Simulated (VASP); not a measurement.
# Mg (P6_3/mmc) in VASP: a series of runs

The runs below take Mg through single point, with PBE.

All numbers are computed with VASP 6.6.1; they aren't measurements. Logs are shortened: lines on timing, memory, paths and dates and some standing lists are left out, and cuts for length are marked.

**1. The cell of the first run**

It takes space group P6_3/mmc (No. 194, hexagonal). Conventional cell: a = 3.121 Å, b = 3.121 Å, c = 5.007 Å, α = 90.00°, β = 90.00°, γ = 120.00°. Within 4.1 Å of Mg (site symmetry -6m2) lie 12 Mg at 3.08 to 3.12 Å.

**2. Single point, PBE (21.11 Å³/atom)**

File POSCAR:

```
Mg
1.0
    3.1205049492      0.0000000000      0.0000000000
   -1.5602524746      2.7024365586      0.0000000000
    0.0000000000      0.0000000000      5.0072976900
Mg
2
Direct
    0.3333333333      0.6666666667      0.2500000000
    0.6666666667      0.3333333333      0.7500000000
```

File INCAR.step1:

```
SYSTEM = Mg
ALGO = Normal
EDIFF = 1E-6
ENCUT = 520
GGA = PE
ISIF = 2
ISMEAR = -1
LASPH = .TRUE.
LCHARG = .TRUE.
LREAL = .FALSE.
LWAVE = .FALSE.
NBANDS = 9
NELM = 60
PREC = Accurate
SIGMA = 0.1
```

File KPOINTS.step1:

```
k-points
0
G
  15 15 8
  0 0 0
```

File INCAR.step2:

```
SYSTEM = Mg
ALGO = Normal
EDIFF = 1E-6
ENCUT = 520
GGA = PE
ICHARG = 11
ISIF = 2
ISMEAR = -5
LASPH = .TRUE.
LCHARG = .FALSE.
LORBIT = 11
LREAL = .FALSE.
LWAVE = .FALSE.
NEDOS = 2001
NELM = 60
PREC = Accurate
SIGMA = 0.1
```

File KPOINTS.step2:

```
k-points
0
G
  23 23 12
  0 0 0
```

Potentials or basis: VASP PAW PBE potentials, release 64 (Mg).

The run is started by

```bash
> cat potpaw_PBE.64/Mg/POTCAR > POTCAR
> cp INCAR.step1 INCAR
> cp KPOINTS.step1 KPOINTS
> mpirun -np 1 vasp_std > vasp.out
> cp INCAR.step2 INCAR
> cp KPOINTS.step2 KPOINTS
> mpirun -np 1 vasp_std > vasp.out
```

OUTCAR:

```text
SYSTEM = Mg
   EDIFF = 1E-6
   ENCUT = 520
   GGA = PE
   ICHARG = 11
   ISIF = 2
   ISMEAR = -5
   LASPH = .TRUE.
   LORBIT = 11
   LREAL = .FALSE.
   NELM = 60
   PREC = Accurate

 ion  position               nearest neighbor table
   1  0.333  0.667  0.250-   2 3.08   2 3.08   2 3.08   2 3.08   2 3.08   2 3.08
   2  0.667  0.333  0.750-   1 3.08   1 3.08   1 3.08   1 3.08   1 3.08   1 3.08

  LATTYP: Found a hexagonal cell.
 ALAT       =     3.1205049492
 C/A-ratio  =     1.6046434060

  Lattice vectors:

 A1 = (   3.1205049492,   0.0000000000,   0.0000000000)
 A2 = (  -1.5602524746,   2.7024365586,   0.0000000000)
 A3 = (   0.0000000000,   0.0000000000,   5.0072976900)

Analysis of symmetry for initial positions (statically):
=====================================================================
 Subroutine PRICEL returns:
 Original cell was already a primitive cell.

 Routine SETGRP: Setting up the symmetry group for a
 hexagonal supercell.

 Subroutine GETGRP returns: Found 24 space group operations
 (whereof 12 operations were pure point group operations)
 out of a pool of 24 trial point group operations.

The static configuration has the point symmetry D_3d.
 The point group associated with its full space group is D_6h.

Analysis of symmetry for dynamics (positions and initial velocities):
=====================================================================
 Subroutine PRICEL returns:
 Original cell was already a primitive cell.

 Routine SETGRP: Setting up the symmetry group for a
 hexagonal supercell.

 Subroutine GETGRP returns: Found 24 space group operations
 (whereof 12 operations were pure point group operations)
 out of a pool of 24 trial point group operations.

The dynamic configuration has the point symmetry D_3d.
 The point group associated with its full space group is D_6h.

 Subroutine INISYM returns: Found 24 space group operations
 (whereof 12 operations are pure point group operations),
 and found     1 'primitive' translations

----------------------------------------------------------------------------------------

                                     Primitive cell

  volume of cell :      42.2264

  direct lattice vectors                    reciprocal lattice vectors
     3.120504949  0.000000000  0.000000000     0.320460956  0.185018219  0.000000000
    -1.560252475  2.702436559  0.000000000     0.000000000  0.370036439  0.000000000
     0.000000000  0.000000000  5.007297690     0.000000000  0.000000000  0.199708518

[... 94 lines left out ...]
   TEBEG  =    0.0;   TEEND  =   0.0 temperature during run
   PSTRESS=    0.0 pullay stress
   NELECT =       4.0000    total number of electrons
   NUPDOWN=      -1.0000    fix difference up-down
   EMIN   =  10.00;   EMAX   =-10.00  energy-range for DOS
   EFERMI =   0.00;   METHOD = LEGACY
   ISMEAR =    -5;   SIGMA  =   0.10  broadening in eV -4-tet -1-fermi 0-gaus
   EFERMI_NEDOS =   21; number of points for ismear=-14 and -15
   IALGO  =     38    algorithm
   IMIX   =      4    mixing-type and parameters
     AMIX     =   0.40;   BMIX     =  1.00
     AMIX_MAG =   1.60;   BMIX_MAG =  1.00
  volume/ion in A,a.u.               =      21.11       142.48
  Fermi-wavevector in a.u.,A,eV,Ry     =   0.746277  1.410260  7.577490  0.556930
  Thomas-Fermi vector in A             =   1.842061
   LORBIT       =     11    0 simple, 1 ext, 2 COOP (PROOUT), +10 PAW based schemes
   GGA     = PE    functional components
   LHFCALC =     F    Hartree Fock is set to
   AEXX    =    0.0000 exact exchange contribution
   IVDW    =     0    specifies the selected vdW correction
   LEPSILON=     F    determine dielectric tensor
   LRPA    =     F    only Hartree local field effects (RPA)
 non-spin polarized calculation
 Fermi weights with tetrahedron method with Bloechl corrections
  energy-cutoff  :      520.00
  volume of cell :       42.23
 maximum number of plane-waves:      1158
 NGX is ok and might be reduce to    24

 number of electron       4.0000000 magnetization

 Free energy of the ion-electron system (eV)
  ---------------------------------------------------
  ext. energy  EPLUGINS =         0.00000000
  ---------------------------------------------------
  free energy    TOTEN  =        -2.97623892 eV

  energy without entropy =       -2.97623892  energy(sigma->0) =       -2.97623892

 E-fermi :   3.1080     XC(G=0):  -8.7537

 val. band max:        3.2234593051   @ k =   0.3043   0.3043   0.3333
 cond. band min:       2.9743489382   @ k =   0.4783   0.0435   0.4167
 fundamental gap:     -0.2491103670
 Fermi energy:         3.1079540138

 k-point     1 :       0.0000    0.0000    0.0000
  band No.  band energies     occupation
      1      -4.2146      2.00000
      2       1.3288      2.00000
      3       1.9608      2.00000
      4      14.3887      0.00000
      5      14.3907      0.00000
      6      14.6502      0.00000
[... 199 lines left out ...]
 k-point    24 :       0.0870    0.0870    0.0000
  band No.  band energies     occupation
      1      -3.7467      2.00000
      2       1.7526      2.00000
      3       2.4072      2.17872
      4      10.4831      0.00000
      5      10.9100      0.00000
      6      15.0580      0.00000

 [... further k-points ...]

------------------------ aborting loop because EDIFF is reached ----------------------------------------

  FORCE on cell =-STRESS in cart. coord.  units (eV):
  Direction    XX          YY          ZZ          XY          YZ          ZX
  --------------------------------------------------------------------------------------
  -------------------------------------------------------------------------------------
  Total        0.8353279      0.8353279      0.9869573      0.0000000      0.0000000      0.0000000
  in kB       31.6944898     31.6944898     37.4476986      0.0000000      0.0000000      0.0000000
  external PRESSURE =      33.6122261 kB  Pullay stress =       0.0000000 kB

 VOLUME and BASIS-vectors are now :
 -----------------------------------------------------------------------------
  energy-cutoff  :      520.00
  volume of cell :       42.23
      direct lattice vectors                 reciprocal lattice vectors
     3.120504949  0.000000000  0.000000000     0.320460956  0.185018219  0.000000000
    -1.560252475  2.702436559  0.000000000     0.000000000  0.370036439  0.000000000
     0.000000000  0.000000000  5.007297690     0.000000000  0.000000000  0.199708518

 POSITION                                       TOTAL-FORCE (eV/Angst)
 -----------------------------------------------------------------------------------
     -0.00000      1.80162      1.25182         0.000000      0.000000      0.000000
      1.56025      0.90081      3.75547        -0.000000     -0.000000      0.000000
 -----------------------------------------------------------------------------------
    total drift:                                0.000000     -0.000000      0.000000

  FREE ENERGIE OF THE ION-ELECTRON SYSTEM (eV)
  ---------------------------------------------------
  free  energy   TOTEN  =        -2.9762389168 eV

  energy  without entropy=       -2.9762389168  energy(sigma->0) =       -2.97623892

 total charge

# of ion       s       p       d       tot
------------------------------------------
    1        0.211   0.143   0.014   0.367
    2        0.211   0.143   0.014   0.367
--------------------------------------------------
tot          0.422   0.285   0.027   0.734
```

Wall time 29 s (1 thread of Intel Xeon 6975P-C (Granite Rapids), shared host); peak memory 0.23 GiB.

What came out:

* Valence electrons inside the program's atomic spheres: Mg 0.37

**3. Single point, PBE**

This run uses another cell than the first one, of 22.95 Å³/atom.

File POSCAR:

```
Mg
1.0
    3.2093793355      0.0000000000      0.0000000000
   -1.6046896678      2.7794040349      0.0000000000
    0.0000000000      0.0000000000      5.1454484515
Mg
2
Direct
    0.3333333333      0.6666666667      0.2500000000
    0.6666666667      0.3333333333      0.7500000000
```

File INCAR.step1:

```
SYSTEM = Mg
  PREC = Accurate
  ENCUT = 520
  EDIFF = 1E-6
  ISMEAR = -1
  SIGMA = 0.1
  LREAL = .FALSE.
  LASPH = .TRUE.
  NELM = 100
  ALGO = Normal
  ISIF = 2
  LWAVE = .FALSE.
  LCHARG = .TRUE.
  GGA = PE
  NBANDS = 9
```

File KPOINTS.step1:

```
Automatic mesh
0
G
  15 15 8
  0 0 0
```

File INCAR.step2:

```
SYSTEM = Mg
  PREC = Accurate
  ENCUT = 520
  EDIFF = 1E-6
  ISMEAR = -5
  SIGMA = 0.1
  LREAL = .FALSE.
  LASPH = .TRUE.
  NELM = 100
  ALGO = Normal
  ISIF = 2
  LWAVE = .FALSE.
  LCHARG = .FALSE.
  GGA = PE
  LORBIT = 11
  NBANDS = 9
  NEDOS = 1001
  ICHARG = 11
```

File KPOINTS.step2:

```
Automatic mesh
0
G
  23 23 12
  0 0 0
```

Potentials or basis: VASP PAW PBE potentials, release 64 (Mg).

The run is started by

```bash
> cat potpaw_PBE.64/Mg/POTCAR > POTCAR
> cp INCAR.step1 INCAR
> cp KPOINTS.step1 KPOINTS
> mpirun -np 1 vasp_std > vasp.out
> cp INCAR.step2 INCAR
> cp KPOINTS.step2 KPOINTS
> mpirun -np 1 vasp_std > vasp.out
```

It took 44 s on 1 thread of Intel Xeon 6975P-C (Granite Rapids), shared host; peak memory 0.26 GiB.

Results (log left out):

```
Valence electrons inside the program's atomic spheres : Mg 0.35
```

Levels at points of the mesh, in eV from the Fermi level:
```
           k point  band 1  band 2  band 3  band 4  band 5  band 6
(0.00, 0.00, 0.00)   -6.95   -1.64   -1.15   10.79   10.79   10.87
(0.00, 0.00, 0.50)   -5.54   -5.54    5.21    5.21   11.55   11.55
```

**4. Single point, PBE (22.95 Å³/atom)**

This run uses another cell than the first one, of 22.95 Å³/atom.

POSCAR is that of step 3.

File INCAR.step1:

```
ALGO = Normal
EDIFF = 1E-7
ENCUT = 520
GGA = PE
ISIF = 2
ISMEAR = -1
LASPH = T
LCHARG = T
LREAL = F
LWAVE = F
NBANDS = 9
NELM = 60
PREC = Accurate
SIGMA = 0.1
```

File KPOINTS.step1:

```
k-points
0
Gamma
  15 15 8
```

File INCAR.step2:

```
ALGO = Normal
EDIFF = 1E-7
ENCUT = 520
GGA = PE
ICHARG = 11
ISIF = 2
ISMEAR = -5
LASPH = T
LCHARG = F
LORBIT = 11
LREAL = F
LWAVE = F
NBANDS = 9
NEDOS = 2001
NELM = 60
PREC = Accurate
SIGMA = 0.1
```

File KPOINTS.step2:

```
k-points
0
Gamma
  23 23 12
```

Potentials or basis: VASP PAW PBE potentials, release 64 (Mg).

The run is started by

```bash
> cat potpaw_PBE.64/Mg/POTCAR > POTCAR
> cp INCAR.step1 INCAR
> cp KPOINTS.step1 KPOINTS
> mpirun -np 1 vasp_std > vasp.out
> cp INCAR.step2 INCAR
> cp KPOINTS.step2 KPOINTS
> mpirun -np 1 vasp_std > vasp.out
```

OUTCAR:

```text
EDIFF = 1E-7
   ENCUT = 520
   GGA = PE
   ICHARG = 11
   ISIF = 2
   ISMEAR = -5
   LASPH = T
   LORBIT = 11
   LREAL = F
   NELM = 60
   PREC = Accurate

 ion  position               nearest neighbor table
   1  0.333  0.667  0.250-   2 3.17   2 3.17   2 3.17   2 3.17   2 3.17   2 3.17
   2  0.667  0.333  0.750-   1 3.17   1 3.17   1 3.17   1 3.17   1 3.17   1 3.17

  LATTYP: Found a hexagonal cell.
 ALAT       =     3.2093793355
 C/A-ratio  =     1.6032534374

  Lattice vectors:
[... 485 lines left out ...]
  -------------------------------------------------------------------------------------
  Total       -0.1001621     -0.1001621      0.0352737      0.0000000      0.0000000      0.0000000
  in kB       -3.4963758     -3.4963758      1.2313059      0.0000000      0.0000000      0.0000000
  external PRESSURE =      -1.9204819 kB  Pullay stress =       0.0000000 kB

 VOLUME and BASIS-vectors are now :
 -----------------------------------------------------------------------------
  energy-cutoff  :      520.00
  volume of cell :       45.90
      direct lattice vectors                 reciprocal lattice vectors
     3.209379335  0.000000000  0.000000000     0.311586726  0.179894680  0.000000000
    -1.604689668  2.779404035  0.000000000     0.000000000  0.359789360  0.000000000
     0.000000000  0.000000000  5.145448452     0.000000000  0.000000000  0.194346520

 POSITION                                       TOTAL-FORCE (eV/Angst)
 -----------------------------------------------------------------------------------
     -0.00000      1.85294      1.28636        -0.000000     -0.000000      0.000000
      1.60469      0.92647      3.85909         0.000000      0.000000      0.000000
 -----------------------------------------------------------------------------------
    total drift:                                0.000000     -0.000000      0.000000

  FREE ENERGIE OF THE ION-ELECTRON SYSTEM (eV)
  ---------------------------------------------------
  free  energy   TOTEN  =        -3.0116921570 eV

  energy  without entropy=       -3.0116921570  energy(sigma->0) =       -3.01169216

 total charge

# of ion       s       p       d       tot
------------------------------------------
    1        0.207   0.127   0.011   0.346
    2        0.207   0.127   0.011   0.346
--------------------------------------------------
tot          0.414   0.255   0.023   0.691
```

OUTCAR.step1:

```text
EDIFF = 1E-7
   ENCUT = 520
   GGA = PE
   ISIF = 2
   ISMEAR = -1
[... 512 lines left out ...]
 -----------------------------------------------------------------------------------
     -0.00000      1.85294      1.28636        -0.000000      0.000000      0.000000
      1.60469      0.92647      3.85909         0.000000     -0.000000      0.000000
 -----------------------------------------------------------------------------------
    total drift:                                0.000000     -0.000000      0.000000

  FREE ENERGIE OF THE ION-ELECTRON SYSTEM (eV)
  ---------------------------------------------------
  free  energy   TOTEN  =        -3.0270813462 eV

  energy  without entropy=       -2.9997993654  energy(sigma->0) =       -3.01344036
```

OSZICAR.step1:

```text
N       E                     dE             d eps       ncg     rms          rms(c)
DAV:   1    -0.371182911130E+00   -0.37118E+00   -0.12856E+03  2430   0.315E+02
DAV:   2    -0.299960973501E+01   -0.26284E+01   -0.25543E+01  3259   0.271E+01
DAV:   3    -0.304051801217E+01   -0.40908E-01   -0.40638E-01  3097   0.274E+00
DAV:   4    -0.304063806411E+01   -0.12005E-03   -0.12004E-03  3239   0.157E-01
DAV:   5    -0.304063862996E+01   -0.56585E-06   -0.56586E-06  2996   0.103E-02    0.960E-01
DAV:   6    -0.303454327995E+01    0.60954E-02   -0.60643E-04  2792   0.193E-01    0.615E-01
DAV:   7    -0.302707040617E+01    0.74729E-02   -0.23701E-03  2534   0.334E-01    0.341E-02
DAV:   8    -0.302708290038E+01   -0.12494E-04   -0.16501E-05  3446   0.244E-02    0.758E-03
DAV:   9    -0.302708161164E+01    0.12887E-05   -0.12278E-06  2711   0.531E-03    0.610E-04
DAV:  10    -0.302708138368E+01    0.22796E-06   -0.53220E-09  2011   0.439E-04    0.158E-04
DAV:  11    -0.302708134625E+01    0.37434E-07   -0.70538E-10  1440   0.177E-04
   1 F= -.30270813E+01 E0= -.30134404E+01  d E =-.272820E-01
```

Run time: 45 s. Hardware: 1 thread of Intel Xeon 6975P-C (Granite Rapids), shared host; peak memory 0.26 GiB.

What came out:

| Quantity | Value |
| --- | --- |
| Valence electrons inside the program's atomic spheres | Mg 0.35 |
